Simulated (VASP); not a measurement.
# W (Im-3m) in VASP: further runs

The runs below take W through single point, relaxation of cell and atoms, with r2SCAN.

Everything below comes from runs of VASP 6.6.1. Logs are shortened: lines on timing, memory, paths and dates and some standing lists are left out, and cuts for length are marked.

### 1 The cell of the first run

It takes space group Im-3m (No. 229, cubic). Conventional cell: a = 3.169 Å, b = 3.169 Å, c = 3.169 Å, α = 90.00°, β = 90.00°, γ = 90.00°. Within 3.6 Å of W (site symmetry m-3m) lie 14 W at 2.74 to 3.17 Å.

### 2 Single point, r2SCAN

Contents of POSCAR:

```
W
1.0
   -1.5844263418      1.5844263418      1.5844263418
    1.5844263418     -1.5844263418      1.5844263418
    1.5844263418      1.5844263418     -1.5844263418
W
1
Direct
    0.0000000000      0.0000000000      0.0000000000
```

Contents of INCAR.step1:

```
SYSTEM = W
ALGO = Normal ; EDIFF = 1E-4
ENCUT = 520 ; GGA = PE
ISMEAR = 0 ; LASPH = .True.
LCHARG = .False. ; LREAL = .False.
LWAVE = .True. ; NBANDS = 13
NELM = 100 ; PREC = Accurate
SIGMA = 0.1
```

Contents of INCAR.step2:

```
SYSTEM = W
ALGO = Normal ; EDIFF = 1E-6
ENCUT = 520 ; ISIF = 2
ISMEAR = 0 ; ISTART = 1
LASPH = .True. ; LCHARG = .False.
LMIXTAU = .True. ; LREAL = .False.
LWAVE = .False. ; METAGGA = R2SCAN
NBANDS = 13 ; NELM = 100
PREC = Accurate ; SIGMA = 0.1
```

Contents of KPOINTS:

```
k-points
0
Gamma
  24 24 24
  0 0 0
```

Potentials or basis: VASP PAW PBE potentials, release 64 (W_sv).

Started as:

```bash
$ cat potpaw_PBE.64/W_sv/POTCAR > POTCAR
$ cp INCAR.step1 INCAR
$ mpirun -np 1 vasp_std > vasp.out
$ cp INCAR.step2 INCAR
$ mpirun -np 1 vasp_std > vasp.out
```

OUTCAR:

```text
SYSTEM = W
   EDIFF = 1E-6
   ENCUT = 520
   ISIF = 2
   ISMEAR = 0
   ISTART = 1
   LASPH = .True.
   LREAL = .False.
   METAGGA = R2SCAN
   NELM = 100
   PREC = Accurate

 ion  position               nearest neighbor table
   1  0.000  0.000  0.000-

  LATTYP: Found a body centered cubic cell.
 ALAT       =     3.1688526836

  Lattice vectors:

 A1 = (  -1.5844263418,   1.5844263418,   1.5844263418)
 A2 = (   1.5844263418,  -1.5844263418,   1.5844263418)
 A3 = (   1.5844263418,   1.5844263418,  -1.5844263418)

Analysis of symmetry for initial positions (statically):
=====================================================================
 Subroutine PRICEL returns:
 Original cell was already a primitive cell.

 Routine SETGRP: Setting up the symmetry group for a
 body centered cubic supercell.

 Subroutine GETGRP returns: Found 48 space group operations
 (whereof 48 operations were pure point group operations)
 out of a pool of 48 trial point group operations.

The static configuration has the point symmetry O_h .

Analysis of symmetry for dynamics (positions and initial velocities):
=====================================================================
 Subroutine PRICEL returns:
 Original cell was already a primitive cell.

 Routine SETGRP: Setting up the symmetry group for a
 body centered cubic supercell.

 Subroutine GETGRP returns: Found 48 space group operations
 (whereof 48 operations were pure point group operations)
 out of a pool of 48 trial point group operations.

The dynamic configuration has the point symmetry O_h .

 Subroutine INISYM returns: Found 48 space group operations
 (whereof 48 operations are pure point group operations),
 and found     1 'primitive' translations

----------------------------------------------------------------------------------------

                                     Primitive cell

  volume of cell :      15.9102

  direct lattice vectors                    reciprocal lattice vectors
    -1.584426342  1.584426342  1.584426342     0.000000000  0.315571628  0.315571628
     1.584426342 -1.584426342  1.584426342     0.315571628  0.000000000  0.315571628
     1.584426342  1.584426342 -1.584426342     0.315571628  0.315571628  0.000000000

  length of vectors
     2.744306925  2.744306925  2.744306925     0.446285676  0.446285676  0.446285676

  position of ions in fractional coordinates (direct lattice)
     0.000000000  0.000000000  0.000000000

  ion indices of the primitive-cell ions
   primitive index   ion index
                 1           1

----------------------------------------------------------------------------------------

 KPOINTS: k-points

Automatic generation of k-mesh.
 Grid dimensions read from file:
 generate k-points for:   24   24   24

 Generating k-lattice:

  Cartesian coordinates                     Fractional coordinates (reciprocal lattice)
     0.000000000  0.013148818  0.013148818     0.041666667  0.000000000  0.000000000
     0.013148818  0.000000000  0.013148818     0.000000000  0.041666667  0.000000000
     0.013148818  0.013148818  0.000000000     0.000000000  0.000000000  0.041666667

  Length of vectors
     0.018595237  0.018595237  0.018595237

  Shift w.r.t. Gamma in fractional coordinates (k-lattice)
     0.000000000  0.000000000  0.000000000

 Subroutine IBZKPT returns following result:
 ===========================================

 Found    413 irreducible k-points:

 Following reciprocal coordinates:
            Coordinates               Weight
  0.000000  0.000000  0.000000      1.000000
  0.041667  0.000000  0.000000     12.000000
  0.083333  0.000000  0.000000     12.000000
  0.125000  0.000000  0.000000     12.000000
  0.166667  0.000000  0.000000     12.000000
  0.208333  0.000000  0.000000     12.000000
[... 16 lines left out ...]
  0.416667  0.041667  0.000000     48.000000
  0.458333  0.041667  0.000000     48.000000
 [... further k-points ...]
   k-points           NKPTS =    413   k-points in BZ     NKDIM =    413   number of bands    NBANDS=     13
   number of dos      NEDOS =    301   number of ions     NIONS =      1
   total plane-waves  NPLWV =   8000
   dimension x,y,z NGX =    20 NGY =   20 NGZ =   20
   dimension x,y,z NGXF=    40 NGYF=   40 NGZF=   40
   ions per type =               1
   NGX,Y,Z   is equivalent  to a cutoff of  12.12, 12.12, 12.12 a.u.
   NGXF,Y,Z  is equivalent  to a cutoff of  24.23, 24.23, 24.23 a.u.
 SYSTEM =  W
   PREC   = accura    normal or accurate (medium, high low for compatibility)
   ISTART =      1    job   : 0-new  1-cont  2-samecut
   ICHARG =      0    charge: 1-file 2-atom 10-const
   ISPIN  =      1    spin polarized calculation?
   LNONCOLLINEAR =      F non collinear calculations
   LSORBIT =      F    spin-orbit coupling
   LASPH  =      T    aspherical Exc in radial PAW
   ENCUT  =  520.0 eV  38.22 Ry    6.18 a.u.   5.10  5.10  5.10*2*pi/ulx,y,z
   NELM   =    100;   NELMIN=  2; NELMDL=  0     # of ELM steps
   EDIFF  = 0.1E-05   stopping-criterion for ELM
   LREAL  =      F    real-space projection
   EDIFFG = 0.1E-04   stopping-criterion for IOM
   NSW    =      0    number of steps for IOM
   IBRION =     -1    ionic relax: 0-MD 1-quasi-New 2-CG
   NFREE  =      0    steps in history (QN), initial steepest desc. (CG)
   ISIF   =      2    stress and relaxation
   ISYM   =      2    0-nonsym 1-usesym 2-fastsym
   POTIM  = 0.5000    time-step for ionic-motion
   TEBEG  =    0.0;   TEEND  =   0.0 temperature during run
   PSTRESS=    0.0 pullay stress
   NELECT =      14.0000    total number of electrons
   NUPDOWN=      -1.0000    fix difference up-down
   EMIN   =  10.00;   EMAX   =-10.00  energy-range for DOS
   EFERMI =   0.00;   METHOD = LEGACY
   ISMEAR =     0;   SIGMA  =   0.10  broadening in eV -4-tet -1-fermi 0-gaus
   EFERMI_NEDOS =   21; number of points for ismear=-14 and -15
   IALGO  =     38    algorithm
   IMIX   =      4    mixing-type and parameters
     AMIX     =   0.40;   BMIX     =  1.00
     AMIX_MAG =   1.60;   BMIX_MAG =  1.00
  volume/ion in A,a.u.               =      15.91       107.37
  Fermi-wavevector in a.u.,A,eV,Ry     =   1.568768  2.964542 33.484398  2.461034
  Thomas-Fermi vector in A             =   2.670750
   LORBIT       =      0    0 simple, 1 ext, 2 COOP (PROOUT), +10 PAW based schemes
   METAGGA = R2SCAN    functional components
   LHFCALC =     F    Hartree Fock is set to
   AEXX    =    0.0000 exact exchange contribution
   IVDW    =     0    specifies the selected vdW correction
   LEPSILON=     F    determine dielectric tensor
   LRPA    =     F    only Hartree local field effects (RPA)
 non-spin polarized calculation
 Gauss-broadening in eV      SIGMA  =   0.10
  energy-cutoff  :      520.00
  volume of cell :       15.91
 maximum number of plane-waves:       444
   NGX = 11   NGY = 11   NGZ = 11

 number of electron      14.0000003 magnetization

 Free energy of the ion-electron system (eV)
  ---------------------------------------------------
  ext. energy  EPLUGINS =         0.00000000
  ---------------------------------------------------
  free energy    TOTEN  =       -51.35476782 eV

  energy without entropy =      -51.35322293  energy(sigma->0) =      -51.35399537

 E-fermi :  11.2759     XC(G=0): -14.9366

 val. band max:       11.2741170777   @ k =   0.1667   0.0000   0.0000
 cond. band min:      11.2823002106   @ k =  -0.2500   0.2917   0.1250
 fundamental gap:      0.0081831329
 Fermi energy:        11.2758992023

 k-point     1 :       0.0000    0.0000    0.0000
  band No.  band energies     occupation
      1     -64.8867      2.00000
      2     -27.7516      2.00000
      3     -27.7516      2.00000
      4     -27.7516      2.00000
      5       1.1282      2.00000
      6       9.9590      2.00000
      7       9.9590      2.00000
      8       9.9590      2.00000
      9      13.7885      0.00000
     10      13.7885      0.00000
     11      26.4881      0.00000
     12      26.4881      0.00000
     13      26.4881      0.00000

 k-point     2 :       0.0417    0.0000    0.0000
  band No.  band energies     occupation
      1     -64.8842      2.00000
      2     -27.7768      2.00000
      3     -27.7594      2.00000
      4     -27.7518      2.00000
      5       1.2162      2.00000
      6       9.9044      2.00000
      7       9.9470      2.00000
      8      10.0432      2.00000
      9      13.6969      0.00000
     10      13.7879      0.00000
     11      26.5642      0.00000
     12      26.6381      0.00000
     13      26.7045      0.00000

 k-point     3 :       0.0833    0.0000    0.0000
  band No.  band energies     occupation
      1     -64.8768      2.00000
      2     -27.8499      2.00000
      3     -27.7821      2.00000
      4     -27.7521      2.00000
      5       1.4749      2.00000
      6       9.7481      2.00000
      7       9.9020      2.00000
      8      10.2943      2.00000
      9      13.4678      0.00000
     10      13.7890      0.00000
     11      26.7722      0.00000
     12      27.0797      0.00000
     13      27.2961      0.00000

 k-point     4 :       0.1250    0.0000    0.0000
  band No.  band energies     occupation
      1     -64.8651      2.00000
      2     -27.9648      2.00000
      3     -27.8179      2.00000
      4     -27.7527      2.00000
      5       1.8875      2.00000
      6       9.5104      2.00000
      7       9.8021      2.00000
      8      10.7073      2.00000
      9      13.2095      0.00000
     10      13.7987      0.00000
     11      27.0428      0.00000
     12      27.7910      0.00000
     13      28.0984      0.00000

 k-point     5 :       0.1667    0.0000    0.0000
  band No.  band energies     occupation
      1     -64.8497      2.00000
      2     -28.1121      2.00000
      3     -27.8643      2.00000
      4     -27.7535      2.00000
      5       2.4238      2.00000
      6       9.2182      2.00000
      7       9.6359      2.00000
      8      11.2741      1.02011
      9      13.0314      0.00000
     10      13.8266      0.00000
     11      27.2365      0.00000
     12      28.7414      0.00000
     13      28.8236      0.00000
[... 257 lines left out ...]
 k-point    22 :       0.3750    0.0417   -0.0000
  band No.  band energies     occupation
      1     -64.7525      2.00000
      2     -28.9726      2.00000
      3     -28.1514      2.00000
      4     -27.7683      2.00000
      5       4.7718      2.00000
      6       7.7221      2.00000
      7      10.4316      2.00000
      8      13.6035      0.00000
      9      14.5169      0.00000
     10      16.3076      0.00000
     11      24.0280      0.00000
     12      24.4223      0.00000
     13      30.6359      0.00000

 k-point    23 :       0.4167    0.0417    0.0000
  band No.  band energies     occupation
      1     -64.7428      2.00000
      2     -29.0535      2.00000
      3     -28.1800      2.00000
      4     -27.7689      2.00000
      5       4.7774      2.00000
      6       7.5939      2.00000
      7      11.0817      1.99396
      8      13.6424      0.00000
      9      14.6554      0.00000
     10      17.1044      0.00000
     11      23.2839      0.00000
     12      23.7636      0.00000
     13      29.5042      0.00000

 k-point    24 :       0.4583    0.0417    0.0000
  band No.  band energies     occupation
      1     -64.7378      2.00000
      2     -29.0951      2.00000
      3     -28.1947      2.00000
      4     -27.7692      2.00000
      5       4.7647      2.00000
      6       7.5287      2.00000
      7      11.5245      0.00044
      8      13.6023      0.00000
      9      14.7465      0.00000
     10      17.5741      0.00000
     11      22.8029      0.00000
     12      23.4781      0.00000
     13      28.8637      0.00000

 [... further k-points ...]

------------------------ aborting loop because EDIFF is reached ----------------------------------------

  FORCE on cell =-STRESS in cart. coord.  units (eV):
  Direction    XX          YY          ZZ          XY          YZ          ZX
  --------------------------------------------------------------------------------------
  -------------------------------------------------------------------------------------
  Total        0.1212037      0.1212037      0.1212037     -0.0000000     -0.0000000      0.0000000
  in kB       12.2053483     12.2053483     12.2053483     -0.0000000     -0.0000000      0.0000000
  external PRESSURE =      12.2053483 kB  Pullay stress =       0.0000000 kB

 VOLUME and BASIS-vectors are now :
 -----------------------------------------------------------------------------
  energy-cutoff  :      520.00
  volume of cell :       15.91
      direct lattice vectors                 reciprocal lattice vectors
    -1.584426342  1.584426342  1.584426342     0.000000000  0.315571628  0.315571628
     1.584426342 -1.584426342  1.584426342     0.315571628  0.000000000  0.315571628
     1.584426342  1.584426342 -1.584426342     0.315571628  0.315571628  0.000000000

 POSITION                                       TOTAL-FORCE (eV/Angst)
 -----------------------------------------------------------------------------------
      0.00000      0.00000      0.00000         0.000000      0.000000     -0.000000
 -----------------------------------------------------------------------------------
    total drift:                                0.000000      0.000000      0.000000

  FREE ENERGIE OF THE ION-ELECTRON SYSTEM (eV)
  ---------------------------------------------------
  free  energy   TOTEN  =       -51.3547678175 eV

  energy  without entropy=      -51.3532229270  energy(sigma->0) =      -51.35399537
```

Run time: 2.1 min. Hardware: 1 thread of Intel Xeon Platinum 8488C (Sapphire Rapids), shared host; peak memory 0.19 GiB.

Results:

```
Free energy            : -51.3548 eV
Pressure               : 1.2 GPa
Band gap on the k mesh : zero (bands 7 and 8 overlap by 6.59 eV)
```

Levels at points of the mesh, in eV from the Fermi level:
```csv
k point,band 5,band 6,band 7,band 8,band 9,band 10
"(0.00, 0.00, 0.00)",-10.15,-1.32,-1.32,-1.32,2.51,2.51
"(0.50, 0.00, 0.00)",-6.58,-3.77,0.47,2.35,3.40,6.27
"(0.50, 0.50, 0.50)",-6.03,-6.03,5.27,5.27,5.27,8.47
```

Caveat: the PAW data sets were made with another functional, which shifts forces and pressure a little; spin-orbit coupling is left out, which moves the levels of the heavy elements.

(Part 1 of 2 ends here.)
